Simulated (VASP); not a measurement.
# Ti (P6_3/mmc) in VASP: notebook, part 2 of 2

VASP 6.6.1. The steps go on from the part before.

### 5 Single point, PBE (strain -0.015 along x and y, +0.015 along z)

File INCAR:

```
ALGO     = Fast           # electronic algorithm
EDIFF    = 1E-7           # SCF threshold, eV
ENCUT    = 520            # plane-wave cutoff, eV
GGA      = PE             # functional
ISIF     = 2              # what is computed and relaxed
ISMEAR   = 0              # smearing method
LASPH    = True           # aspherical terms in the spheres
LCHARG   = False          # write CHGCAR
LREAL    = False          # projectors in reciprocal space
LWAVE    = False          # write WAVECAR
NBANDS   = 19             # bands
NELM     = 80             # most SCF steps
PREC     = Accurate       # precision mode
SIGMA    = 0.15           # smearing width, eV
```

File KPOINTS:

```
k-points
0
Gamma
  18 18 10
```

File POSCAR:

```
Ti
1.0
    2.9057478925      0.0000000000      0.0000000000
   -1.4528739462      2.5164514919      0.0000000000
    0.0000000000      0.0000000000      4.7562900000
Ti
2
Direct
    0.3333333333      0.6666666667      0.2500000000
    0.6666666667      0.3333333333      0.7500000000
```

Potentials or basis: VASP PAW PBE potentials, release 64 (Ti_sv).

Started as:

```bash
$ cat potpaw_PBE.64/Ti_sv/POTCAR > POTCAR
$ mpirun -np 1 vasp_std > vasp.out
```

OUTCAR:

```text
EDIFF = 1E-7
   ENCUT = 520
   GGA = PE
   ISIF = 2
   ISMEAR = 0
   LASPH = True
   LREAL = False
   NELM = 80
   PREC = Accurate

 ion  position               nearest neighbor table
   1  0.333  0.667  0.250-   2 2.91   2 2.91   2 2.91   2 2.91   2 2.91   2 2.91
   2  0.667  0.333  0.750-   1 2.91   1 2.91   1 2.91   1 2.91   1 2.91   1 2.91

  LATTYP: Found a hexagonal cell.
 ALAT       =     2.9057478925
 C/A-ratio  =     1.6368556998

  Lattice vectors:

 A1 = (   2.9057478925,   0.0000000000,   0.0000000000)
 A2 = (  -1.4528739462,   2.5164514919,   0.0000000000)
 A3 = (   0.0000000000,   0.0000000000,   4.7562900000)

Analysis of symmetry for initial positions (statically):
=====================================================================
 Subroutine PRICEL returns:
 Original cell was already a primitive cell.

 Routine SETGRP: Setting up the symmetry group for a
 hexagonal supercell.

 Subroutine GETGRP returns: Found 24 space group operations
 (whereof 12 operations were pure point group operations)
 out of a pool of 24 trial point group operations.

The static configuration has the point symmetry D_3d.
 The point group associated with its full space group is D_6h.

Analysis of symmetry for dynamics (positions and initial velocities):
=====================================================================
 Subroutine PRICEL returns:
 Original cell was already a primitive cell.

 Routine SETGRP: Setting up the symmetry group for a
 hexagonal supercell.

 Subroutine GETGRP returns: Found 24 space group operations
 (whereof 12 operations were pure point group operations)
 out of a pool of 24 trial point group operations.

The dynamic configuration has the point symmetry D_3d.
 The point group associated with its full space group is D_6h.

 Subroutine INISYM returns: Found 24 space group operations
 (whereof 12 operations are pure point group operations),
 and found     1 'primitive' translations
[... 111 lines left out ...]
   EFERMI_NEDOS =   21; number of points for ismear=-14 and -15
   IALGO  =     68    algorithm
   IMIX   =      4    mixing-type and parameters
     AMIX     =   0.40;   BMIX     =  1.00
     AMIX_MAG =   1.60;   BMIX_MAG =  1.00
  volume/ion in A,a.u.               =      17.39       117.35
  Fermi-wavevector in a.u.,A,eV,Ry     =   1.446684  2.733836 28.475554  2.092894
  Thomas-Fermi vector in A             =   2.564724
   LORBIT       =      0    0 simple, 1 ext, 2 COOP (PROOUT), +10 PAW based schemes
   GGA     = PE    functional components
   LHFCALC =     F    Hartree Fock is set to
   AEXX    =    0.0000 exact exchange contribution
   IVDW    =     0    specifies the selected vdW correction
   LEPSILON=     F    determine dielectric tensor
   LRPA    =     F    only Hartree local field effects (RPA)
 non-spin polarized calculation
 RMM-DIIS sequential band-by-band and
 Gauss-broadening in eV      SIGMA  =   0.15
  energy-cutoff  :      520.00
  volume of cell :       34.78
 maximum number of plane-waves:       966
 NGX is ok and might be reduce to    24
   NGX = 11   NGY = 11   NGZ = 17

 number of electron      23.9999992 magnetization

 Free energy of the ion-electron system (eV)
  ---------------------------------------------------
  ext. energy  EPLUGINS =         0.00000000
  ---------------------------------------------------
  free energy    TOTEN  =       -15.67426678 eV

  energy without entropy =      -15.65029954  energy(sigma->0) =      -15.66228316

 E-fermi :   8.3116     XC(G=0): -11.4916

 val. band max:        8.3078971050   @ k =   0.2222   0.2222   0.5000
 cond. band min:       8.3166371634   @ k =   0.1667   0.0556   0.3000
 fundamental gap:      0.0087400584
 Fermi energy:         8.3115521264

 k-point     1 :       0.0000    0.0000    0.0000
  band No.  band energies     occupation
      1     -48.5284      2.00000
      2     -48.4083      2.00000
      3     -25.0882      2.00000
      4     -24.4503      2.00000
      5     -24.4503      2.00000
      6     -24.4301      2.00000
[... 505 lines left out ...]
      6     -24.6270      2.00000
[... 11 lines left out ...]
     18      11.7168      0.00000
     19      12.6214      0.00000

 [... further k-points ...]

------------------------ aborting loop because EDIFF is reached ----------------------------------------

  FORCE on cell =-STRESS in cart. coord.  units (eV):
  Direction    XX          YY          ZZ          XY          YZ          ZX
  --------------------------------------------------------------------------------------
  -------------------------------------------------------------------------------------
  Total        0.2119925      0.2119925     -0.5910274      0.0000000      0.0000000      0.0000000
  in kB        9.7659879      9.7659879    -27.2272243      0.0000000      0.0000000      0.0000000
  external PRESSURE =      -2.5650828 kB  Pullay stress =       0.0000000 kB

 VOLUME and BASIS-vectors are now :
 -----------------------------------------------------------------------------
  energy-cutoff  :      520.00
  volume of cell :       34.78
      direct lattice vectors                 reciprocal lattice vectors
     2.905747892  0.000000000  0.000000000     0.344145479  0.198692485  0.000000000
    -1.452873946  2.516451492  0.000000000     0.000000000  0.397384970  0.000000000
     0.000000000  0.000000000  4.756290000     0.000000000  0.000000000  0.210247903

 POSITION                                       TOTAL-FORCE (eV/Angst)
 -----------------------------------------------------------------------------------
     -0.00000      1.67763      1.18907         0.000000      0.000000      0.000000
      1.45287      0.83882      3.56722        -0.000000     -0.000000      0.000000
 -----------------------------------------------------------------------------------
    total drift:                               -0.000000      0.000000     -0.000000

  FREE ENERGIE OF THE ION-ELECTRON SYSTEM (eV)
  ---------------------------------------------------
  free  energy   TOTEN  =       -15.6742667815 eV

  energy  without entropy=      -15.6502995414  energy(sigma->0) =      -15.66228316
```

OSZICAR:

```text
N       E                     dE             d eps       ncg     rms          rms(c)
DAV:   1     0.262855751282E+03    0.26286E+03   -0.13026E+04  8444   0.157E+03
[... 40 lines left out ...]
RMM:  42    -0.156742671160E+02    0.60842E-06   -0.34744E-06 12534   0.121E-02    0.171E-02
RMM:  43    -0.156742668203E+02    0.29568E-06   -0.26942E-06 12085   0.105E-02    0.120E-02
RMM:  44    -0.156742666721E+02    0.14819E-06   -0.20166E-06 10661   0.878E-03    0.796E-03
RMM:  45    -0.156742665976E+02    0.74561E-07   -0.17143E-06 10413   0.811E-03    0.458E-03
RMM:  46    -0.156742666384E+02   -0.40842E-07   -0.12633E-06  8926   0.631E-03    0.282E-03
RMM:  47    -0.156742667106E+02   -0.72208E-07   -0.11086E-06  9055   0.513E-03    0.172E-03
RMM:  48    -0.156742667815E+02   -0.70872E-07   -0.87053E-07  7680   0.380E-03
   1 F= -.15674267E+02 E0= -.15662283E+02  d E =-.239672E-01
```

Wall time 3 min (1 thread of Intel Xeon 6975P-C (Granite Rapids), shared host); peak memory 0.24 GiB.

Results:

```
Free energy            : -15.6743 eV
Pressure               : -0.3 GPa
Band gap on the k mesh : zero (band 12 reaches 9.01 eV, above the bottom of band 13 at 7.98 eV)
```

Caveat: the cell differs from its parent crystal (strain -0.015 along x and y, +0.015 along z).

### 6 Summary

| cell | further INCAR settings | gap on the mesh (eV) | pressure (GPa) |
| --- | --- | --- | --- |
| a = 2.906, b = 2.906, c = 4.616 Å, angles 90.0, 90.0, 120.0°, 2 atoms | ALGO = Fast; EDIFF = 1e-06; NBANDS = 19 | none | 3.1 |
| a = 2.861, b = 2.861, c = 4.827 Å, angles 90.0, 90.0, 120.0°, 2 atoms | ALGO = Fast; EDIFF = 1e-06; NBANDS = 19 | none | 1.5 |
| a = 2.950, b = 2.950, c = 4.545 Å, angles 90.0, 90.0, 120.0°, 2 atoms | ALGO = Fast; EDIFF = 1e-07; NBANDS = 19 | none | 1.5 |
| a = 2.906, b = 2.906, c = 4.756 Å, angles 90.0, 90.0, 120.0°, 2 atoms | ALGO = Fast; EDIFF = 1e-07; NBANDS = 19 | none | -0.3 |

Alike in all rows: task single point; level PBE; potentials or basis VASP PAW PBE potentials, release 64 (Ti_sv); no spin polarisation; k mesh 18 × 18 × 10; cutoff (eV) 520; smearing gaussian 0.15 eV.

Absolute energies hang on the potentials; compare differences alone.
